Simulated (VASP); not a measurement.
# CuI (Cmcm) in VASP: a series of runs

CuI is run at these levels: PBEsol+D3(BJ), BLYP+D3(BJ), PBEsol; tasks: relaxation of cell and atoms.

Everything below comes from runs of VASP 6.6.1. Logs are shortened: lines on timing, memory, paths and dates and some standing lists are left out, and cuts for length are marked.

### Step 1. The cell of the first run

The structure is orthorhombic, space group Cmcm (No. 63). The conventional cell has a = 7.466 Å, b = 7.422 Å, c = 4.307 Å, α = 90.00°, β = 90.00°, γ = 90.00°. Within 3.2 Å of Cu (site symmetry m2m) lie 2 Cu at 2.46 Å and 3 I at 2.58 to 2.59 Å. I (site symmetry m2m) has 3 Cu at 2.58 to 2.59 Å within 3.4 Å.

### Step 2. Relaxation of cell and atoms, PBEsol+D3(BJ)

Contents of INCAR:

```
SYSTEM = CuI
PREC = Accurate ; ENCUT = 600
EDIFF = 1E-7 ; ISMEAR = 0
SIGMA = 0.01 ; LREAL = .FALSE.
LASPH = .TRUE. ; NELM = 120
ALGO = Normal ; ISIF = 3
LWAVE = .FALSE. ; LCHARG = .FALSE.
GGA = PS ; IVDW = 12
IBRION = 2 ; NSW = 80
EDIFFG = -0.01 ; GGA_COMPAT = .FALSE.
NELMIN = 4
```

Contents of KPOINTS:

```
regular mesh
0
G
  4 4 4
  0 0 0
```

Contents of POSCAR:

```
CuI
1.0
    3.7331675000     -3.7110865000      0.0000000000
    3.7331675000      3.7110865000      0.0000000000
    0.0000000000      0.0000000000      4.3069980000
Cu I
2 2
Direct
    0.4204390000      0.5795610000      0.7500000000
    0.5795610000      0.4204390000      0.2500000000
    0.7700430000      0.2299570000      0.7500000000
    0.2299570000      0.7700430000      0.2500000000
```

Potentials or basis: VASP PAW PBE potentials, release 64 (Cu, I).

Launch:

```console
$ cat potpaw_PBE.64/Cu/POTCAR potpaw_PBE.64/I/POTCAR > POTCAR
$ mpirun -np 1 vasp_std > vasp.out
```

OUTCAR:

```text
SYSTEM = CuI
   PREC = Accurate
   ENCUT = 600
   EDIFF = 1E-7
   ISMEAR = 0
   LREAL = .FALSE.
   LASPH = .TRUE.
   NELM = 120
   ISIF = 3
   GGA = PS
   IVDW = 12
   IBRION = 2
   NSW = 80
   EDIFFG = -0.01
   NELMIN = 4
 IVDW          = 12

 ion  position               nearest neighbor table
   1  0.420  0.580  0.750-   2 2.46   2 2.46   4 2.58   4 2.58   3 2.59
   2  0.580  0.420  0.250-   1 2.46   1 2.46   3 2.58   3 2.58   4 2.59
   3  0.770  0.230  0.750-   2 2.58   2 2.58   1 2.59
   4  0.230  0.770  0.250-   1 2.58   1 2.58   2 2.59

  LATTYP: Found a base centered orthorhombic cell.
 ALAT       =     7.4221730000
 B/A-ratio  =     1.0059500095
 C/A-ratio  =     0.5802880100

  Lattice vectors:

 A1 = (  -3.7331675000,  -3.7110865000,   0.0000000000)
 A2 = (   3.7331675000,  -3.7110865000,   0.0000000000)
 A3 = (   0.0000000000,   0.0000000000,   4.3069980000)

Analysis of symmetry for initial positions (statically):
=====================================================================
 Subroutine PRICEL returns:
 Original cell was already a primitive cell.

 Routine SETGRP: Setting up the symmetry group for a
 base centered orthorhombic supercell.

 Subroutine GETGRP returns: Found  8 space group operations
 (whereof  4 operations were pure point group operations)
 out of a pool of  8 trial point group operations.

The static configuration has the point symmetry C_2h.
 The point group associated with its full space group is D_2h.

Analysis of symmetry for dynamics (positions and initial velocities):
=====================================================================
 Subroutine PRICEL returns:
 Original cell was already a primitive cell.

 Routine SETGRP: Setting up the symmetry group for a
 base centered orthorhombic supercell.

 Subroutine GETGRP returns: Found  8 space group operations
 (whereof  4 operations were pure point group operations)
 out of a pool of  8 trial point group operations.

The dynamic configuration has the point symmetry C_2h.
 The point group associated with its full space group is D_2h.

 Subroutine INISYM returns: Found  8 space group operations
 (whereof  4 operations are pure point group operations),
 and found     1 'primitive' translations

----------------------------------------------------------------------------------------

                                     Primitive cell

  volume of cell :     119.3392

  direct lattice vectors                    reciprocal lattice vectors
     3.733167500 -3.711086500  0.000000000     0.133934521 -0.134731432  0.000000000
     3.733167500  3.711086500  0.000000000     0.133934521  0.134731432  0.000000000
     0.000000000  0.000000000  4.306998000     0.000000000  0.000000000  0.232180280

  length of vectors
     5.263905641  5.263905641  4.306998000     0.189976353  0.189976353  0.232180280

  position of ions in fractional coordinates (direct lattice)
     0.420439000  0.579561000  0.750000000
     0.579561000  0.420439000  0.250000000
     0.770043000  0.229957000  0.750000000
     0.229957000  0.770043000  0.250000000

  ion indices of the primitive-cell ions
   primitive index   ion index
                 1           1
                 2           2
                 3           3
                 4           4

----------------------------------------------------------------------------------------

 KPOINTS: regular mesh

Automatic generation of k-mesh.
 Grid dimensions read from file:
 generate k-points for:    4    4    4

 Generating k-lattice:

  Cartesian coordinates                     Fractional coordinates (reciprocal lattice)
     0.033483630 -0.033682858  0.000000000     0.250000000  0.000000000  0.000000000
     0.033483630  0.033682858  0.000000000     0.000000000  0.250000000  0.000000000
     0.000000000  0.000000000  0.058045070     0.000000000  0.000000000  0.250000000

  Length of vectors
     0.047494088  0.047494088  0.058045070

  Shift w.r.t. Gamma in fractional coordinates (k-lattice)
     0.000000000  0.000000000  0.000000000

 Subroutine IBZKPT returns following result:
 ===========================================

 Found     21 irreducible k-points:

 Following reciprocal coordinates:
            Coordinates               Weight
  0.000000  0.000000  0.000000      1.000000
  0.250000  0.000000  0.000000      4.000000
  0.500000  0.000000  0.000000      2.000000
  0.250000  0.250000  0.000000      2.000000
  0.500000  0.250000  0.000000      4.000000
 -0.250000  0.250000  0.000000      2.000000
[... 13 lines left out ...]
 -0.250000  0.250000  0.500000      2.000000
  0.500000  0.500000  0.500000      1.000000
   k-points           NKPTS =     21   k-points in BZ     NKDIM =     21   number of bands    NBANDS=     22
   number of dos      NEDOS =    301   number of ions     NIONS =      4
   total plane-waves  NPLWV =  63504
   dimension x,y,z NGX =    42 NGY =   42 NGZ =   36
   dimension x,y,z NGXF=    84 NGYF=   84 NGZF=   72
   ions per type =               2   2
   NGX,Y,Z   is equivalent  to a cutoff of  13.26, 13.26, 13.90 a.u.
   NGXF,Y,Z  is equivalent  to a cutoff of  26.53, 26.53, 27.79 a.u.
 SYSTEM =  CuI
   PREC   = accura    normal or accurate (medium, high low for compatibility)
   ISTART =      0    job   : 0-new  1-cont  2-samecut
   ICHARG =      2    charge: 1-file 2-atom 10-const
   ISPIN  =      1    spin polarized calculation?
   LNONCOLLINEAR =      F non collinear calculations
   LSORBIT =      F    spin-orbit coupling
   LASPH  =      T    aspherical Exc in radial PAW
   ENCUT  =  600.0 eV  44.10 Ry    6.64 a.u.  10.51 10.51  8.60*2*pi/ulx,y,z
   NELM   =    120;   NELMIN=  4; NELMDL= -5     # of ELM steps
   EDIFF  = 0.1E-06   stopping-criterion for ELM
   LREAL  =      F    real-space projection
   EDIFFG = -.1E-01   stopping-criterion for IOM
   NSW    =     80    number of steps for IOM
   IBRION =      2    ionic relax: 0-MD 1-quasi-New 2-CG
   NFREE  =      1    steps in history (QN), initial steepest desc. (CG)
   ISIF   =      3    stress and relaxation
   ISYM   =      2    0-nonsym 1-usesym 2-fastsym
   POTIM  = 0.5000    time-step for ionic-motion
   TEBEG  =    0.0;   TEEND  =   0.0 temperature during run
   PSTRESS=    0.0 pullay stress
   NELECT =      36.0000    total number of electrons
   NUPDOWN=      -1.0000    fix difference up-down
   EMIN   =  10.00;   EMAX   =-10.00  energy-range for DOS
   EFERMI =   0.00;   METHOD = LEGACY
   ISMEAR =     0;   SIGMA  =   0.01  broadening in eV -4-tet -1-fermi 0-gaus
   EFERMI_NEDOS =   21; number of points for ismear=-14 and -15
   IALGO  =     38    algorithm
   IMIX   =      4    mixing-type and parameters
     AMIX     =   0.40;   BMIX     =  1.00
     AMIX_MAG =   1.60;   BMIX_MAG =  1.00
  volume/ion in A,a.u.               =      29.83       201.34
  Fermi-wavevector in a.u.,A,eV,Ry     =   1.097947  2.074818 16.401646  1.205487
  Thomas-Fermi vector in A             =   2.234316
   LORBIT       =      0    0 simple, 1 ext, 2 COOP (PROOUT), +10 PAW based schemes
   GGA     = PS    functional components
   LHFCALC =     F    Hartree Fock is set to
   AEXX    =    0.0000 exact exchange contribution
   IVDW    =    12    specifies the selected vdW correction
   LEPSILON=     F    determine dielectric tensor
   LRPA    =     F    only Hartree local field effects (RPA)
 conjugate gradient relaxation of ions
 non-spin polarized calculation
 Gauss-broadening in eV      SIGMA  =   0.01
  energy-cutoff  :      600.00
  volume of cell :      119.34
 maximum number of plane-waves:      4018
   NGX = 21   NGY = 21   NGZ = 17

--------------------------------------- Ionic step        1  -------------------------------------------

 number of electron      35.9999992 magnetization

 Free energy of the ion-electron system (eV)
  ---------------------------------------------------
  ext. energy  EPLUGINS =         0.00000000
  ---------------------------------------------------
  free energy    TOTEN  =       -12.31993460 eV

  energy without entropy =      -12.31993460  energy(sigma->0) =      -12.31993460

------------------------ aborting loop because EDIFF is reached ----------------------------------------

 Edisp (eV)   -1.17995

 E8    (eV) :    -0.7809

  FORCE on cell =-STRESS in cart. coord.  units (eV):
  Direction    XX          YY          ZZ          XY          YZ          ZX
  --------------------------------------------------------------------------------------
  -------------------------------------------------------------------------------------
  Total      -1.53497    -2.24837    -2.35128     0.00000     0.00000     0.00000
  in kB     -20.60761   -30.18533   -31.56690     0.00000     0.00000     0.00000
  external pressure =      -27.45 kB  Pullay stress =        0.00 kB
[... 103 lines left out ...]
  FREE ENERGIE OF THE ION-ELECTRON SYSTEM (eV)
  ---------------------------------------------------
  free  energy   TOTEN  =       -13.5566978694 eV

  energy  without entropy=      -13.5566978694  energy(sigma->0) =      -13.55669787

 E-fermi :   4.6358     XC(G=0):  -9.1632

 val. band max:        4.5852264172   @ k =   0.0000   0.0000   0.0000
 cond. band min:       5.5432019609   @ k =   0.0000   0.0000   0.0000
 fundamental gap:      0.9579755437
 Fermi energy:         4.6357666311

 k-point     1 :       0.0000    0.0000    0.0000
  band No.  band energies     occupation
      1      -9.7027      2.00000
      2      -8.7794      2.00000
      3      -1.3688      2.00000
      4      -0.0114      2.00000
      5       0.1966      2.00000
      6       0.2274      2.00000
[... 499 lines left out ...]
      6      -0.1338      2.00000
[... 14 lines left out ...]
     21       9.1236      0.00000
     22       9.1236      0.00000

 E-fermi :   6.1199     XC(G=0):  -9.9504

 val. band max:        6.0378741191   @ k =   0.0000   0.0000   0.0000
 cond. band min:       6.7291051812   @ k =   0.0000   0.0000   0.0000
 fundamental gap:      0.6912310621
 Fermi energy:         6.1199128771

 k-point     1 :       0.0000    0.0000    0.0000
  band No.  band energies     occupation
      1      -8.6237      2.00000
      2      -7.1934      2.00000
      3       0.1483      2.00000
      4       1.1322      2.00000
      5       1.4267      2.00000
      6       1.5144      2.00000
[... 499 lines left out ...]
      6       0.8675      2.00000
[... 14 lines left out ...]
     21      11.7240      0.00000
     22      11.7240      0.00000

[... ionic steps 4 to 18 ...]

--------------------------------------- Ionic step       19  -------------------------------------------

 number of electron      36.0000007 magnetization

------------------------ aborting loop because EDIFF is reached ----------------------------------------

 Edisp (eV)   -1.57183

 E8    (eV) :    -1.0377
[... 73 lines left out ...]
  energy  without entropy=      -13.8070183903  energy(sigma->0) =      -13.80701839

--------------------------------------- Ionic step       21  -------------------------------------------

 number of electron      36.0000007 magnetization

 Free energy of the ion-electron system (eV)
  ---------------------------------------------------
  ext. energy  EPLUGINS =         0.00000000
  ---------------------------------------------------
  free energy    TOTEN  =       -12.23636874 eV

  energy without entropy =      -12.23636874  energy(sigma->0) =      -12.23636874

 E-fermi :   6.8614     XC(G=0): -10.3327

 val. band max:        6.7919182722   @ k =   0.0000   0.0000   0.0000
 cond. band min:       7.4581121504   @ k =   0.5000   0.5000   0.0000
 fundamental gap:      0.6661938782
 Fermi energy:         6.8613909675

 k-point     1 :       0.0000    0.0000    0.0000
  band No.  band energies     occupation
      1      -8.1214      2.00000
      2      -6.3437      2.00000
      3       1.0126      2.00000
      4       1.7649      2.00000
      5       1.7822      2.00000
      6       2.4499      2.00000
[... 549 lines left out ...]
  FREE ENERGIE OF THE ION-ELECTRON SYSTEM (eV)
  ---------------------------------------------------
  free  energy   TOTEN  =       -13.8070494534 eV

  energy  without entropy=      -13.8070494534  energy(sigma->0) =      -13.80704945

 reached required accuracy - stopping structural energy minimisation
```

It took 10 min on 1 thread of Intel Xeon 6975P-C (Granite Rapids), shared host; peak memory 0.31 GiB.

What came out:

```
Free energy                           : -13.8070 eV
Relaxed volume                        : 22.44 Å³/atom
Relaxed cell                          : a = 4.534 Å, b = 4.534 Å, c = 4.385 Å, α = 90.00°, β = 90.00°, γ = 95.53°
Space group after relaxing (to 0.1 Å) : Cmcm (No. 63)
Energy gained by relaxing             : 76.8 meV/atom
Ionic steps                           : 21
Pressure after relaxing               : 0.0 GPa
Largest force after relaxing          : 0.009 eV/Å
Band gap on the k mesh                : 0.67 eV (least direct gap 0.85 eV)
Dispersion energy per atom            : -0.393 eV
```

Forces on the atoms (eV/Å):
```
Cu   0.000  0.009  0.000
Cu   0.000 -0.009  0.000
I    0.000  0.008  0.000
I    0.000 -0.008  0.000
```

The path:
| step | energy change (eV) | largest force (eV/Å) | pressure (GPa) | volume (Å³) |
| --- | --- | --- | --- | --- |
| 1 | 0.0000 | 0.1385 | -2.75 | 119.34 |
| 2 | -0.0446 | 0.7143 | 1.02 | 110.72 |
| 3 | -0.0568 | 0.4224 | -0.31 | 113.32 |
| 4 | -0.0976 | 0.3669 | -0.28 | 110.25 |
| 5 | -0.1909 | 0.2520 | 0.22 | 101.25 |
| 6 | -0.0979 | 0.2893 | 5.00 | 84.15 |
| 7 | -0.2138 | 0.2438 | 0.86 | 96.75 |
| 8 | -0.2546 | 0.0456 | -0.34 | 95.97 |
| 9 | -0.2725 | 0.1345 | -1.42 | 95.08 |
| 10 | -0.3015 | 0.0362 | -0.38 | 92.04 |
| 11 | -0.3043 | 0.1070 | 0.09 | 90.90 |
| 12 | -0.3043 | 0.1139 | 0.15 | 90.79 |
| 13 | -0.3060 | 0.0626 | 0.02 | 90.40 |
| 14 | -0.3065 | 0.0422 | -0.13 | 89.92 |
| 15 | -0.3065 | 0.0456 | -0.09 | 90.00 |
| 16 | -0.3071 | 0.0238 | 0.03 | 89.78 |
| 17 | -0.3071 | 0.0186 | 0.01 | 89.73 |
| 18 | -0.3071 | 0.0082 | 0.04 | 89.63 |
| 19 | -0.3071 | 0.0140 | 0.04 | 89.68 |
| 20 | -0.3071 | 0.0147 | 0.03 | 89.69 |
| 21 | -0.3072 | 0.0085 | -0.01 | 89.75 |

Final structure:
```
Cu I
1.0
     3.04782   -3.35741    0.00000
     3.04782    3.35741    0.00000
     0.00000    0.00000    4.38535
Cu I
2 2
Direct
  0.41077 0.58923 0.75000
  0.58923 0.41077 0.25000
  0.79366 0.20634 0.75000
  0.20634 0.79366 0.25000
```

Caveat: the volume moved by over 15 % at a fixed basis, so the end points are rough; semilocal functionals underestimate gaps, and a narrow one can read as zero; the PAW data sets were made with another functional, which shifts forces and pressure a little; spin-orbit coupling is left out, which moves the levels of the heavy elements.

### Step 3. Relaxation of cell and atoms, BLYP+D3(BJ)

Contents of INCAR:

```
SYSTEM = CuI
AGGAC = 1.0 ; AGGAX = 1.0
ALDAC = 0.0 ; ALDAX = 1.0
ALGO = Normal ; EDIFF = 1E-7
EDIFFG = -0.01 ; ENCUT = 600
GGA = B5 ; GGA_COMPAT = .FALSE.
IBRION = 2 ; ISIF = 3
ISMEAR = 0 ; IVDW = 12
LASPH = .TRUE. ; LCHARG = .FALSE.
LREAL = .FALSE. ; LWAVE = .FALSE.
NELM = 120 ; NELMIN = 4
NSW = 80 ; PREC = Accurate
SIGMA = 0.01 ; VDW_A1 = 0.4298
VDW_A2 = 4.2359 ; VDW_S6 = 1.0
VDW_S8 = 2.6996
```

Contents of KPOINTS:

```
k-points
0
G
  4 4 4
  0 0 0
```

POSCAR is that of step 2.

Potentials or basis: VASP PAW PBE potentials, release 64 (Cu, I).

Launch:

```console
$ cat potpaw_PBE.64/Cu/POTCAR potpaw_PBE.64/I/POTCAR > POTCAR
$ mpirun -np 1 vasp_std > vasp.out
```

Wall time 13 min (1 thread of Intel Xeon 6975P-C (Granite Rapids), shared host); peak memory 0.3 GiB.

The run converged. Its results:

```yaml
Free_energy: -12.0246 eV
Relaxed_volume: 24.59 Å³/atom
Relaxed_cell: a = 4.710 Å, b = 4.710 Å, c = 4.447 Å, α = 90.00°, β = 90.00°, γ = 94.47°
Space_group_after_relaxing_to_0.1_Å: Cmcm (No. 63)
Energy_gained_by_relaxing: 66.3 meV/atom
Ionic_steps: 16
Pressure_after_relaxing: 0.0 GPa
Largest_force_after_relaxing: 0.007 eV/Å
Band_gap_on_the_k_mesh: 0.87 eV
Dispersion_energy_per_atom: -0.894 eV
```

Forces in eV/Å, atoms in the order of the input:
```
Cu   0.000  0.007  0.000
Cu   0.000 -0.007  0.000
I    0.000  0.004  0.000
I    0.000 -0.004  0.000
```

Step by step:
```tsv
step	energy change (eV)	largest force (eV/Å)	pressure (GPa)	volume (Å³)
1	0.0000	0.6101	-0.10	119.34
2	-0.0615	0.1492	-1.67	118.98
3	-0.0681	0.0512	-2.24	118.80
4	-0.1171	0.0458	-1.93	115.13
5	-0.2129	0.1057	-0.45	104.45
6	-0.2180	0.1638	0.76	99.45
7	-0.2202	0.1434	0.29	101.17
8	-0.2440	0.1204	0.24	99.94
9	-0.2579	0.1007	0.61	96.35
10	-0.2623	0.0916	0.43	97.52
11	-0.2637	0.0315	-0.33	98.64
12	-0.2640	0.0433	-0.08	98.31
13	-0.2647	0.0325	-0.05	98.35
14	-0.2652	0.0185	-0.01	98.40
15	-0.2652	0.0146	-0.02	98.42
16	-0.2653	0.0069	0.03	98.37
```

Final structure:
```
Cu I
1.0
     3.19816   -3.45813    0.00000
     3.19816    3.45813    0.00000
     0.00000    0.00000    4.44714
Cu I
2 2
Direct
  0.41054 0.58946 0.75000
  0.58946 0.41054 0.25000
  0.79263 0.20737 0.75000
  0.20737 0.79263 0.25000
```

Levels at points of the mesh, in eV from the valence-band top:
```tsv
k point	band 14	band 15	band 16	band 17	band 18	band 19	band 20	band 21	band 22
(0.00, 0.00, 0.00)	-1.90	-1.59	-1.52	-1.07	0.00	0.87	1.84	2.10	4.92
(0.50, 0.00, 0.00)	-1.85	-1.83	-1.29	-1.14	-0.81	2.40	3.22	3.31	4.28
(0.50, 0.50, 0.00)	-2.09	-1.86	-1.28	-0.89	-0.43	1.00	2.55	3.37	5.42
(0.00, 0.00, 0.50)	-2.00	-1.86	-1.86	-1.73	-1.73	3.62	3.62	4.18	4.18
(0.50, 0.00, 0.50)	-2.01	-1.89	-1.89	-0.98	-0.98	2.02	2.02	3.74	3.74
(0.50, 0.50, 0.50)	-2.07	-1.86	-1.86	-1.71	-1.71	4.06	4.06	6.22	6.22
```

Caveat: the volume moved by over 15 % at a fixed basis, so the end points are rough; the PAW data sets were made with another functional, which shifts forces and pressure a little; spin-orbit coupling is left out, which moves the levels of the heavy elements. A k mesh can miss the band edges.

(Continued in part 2 of 2.)
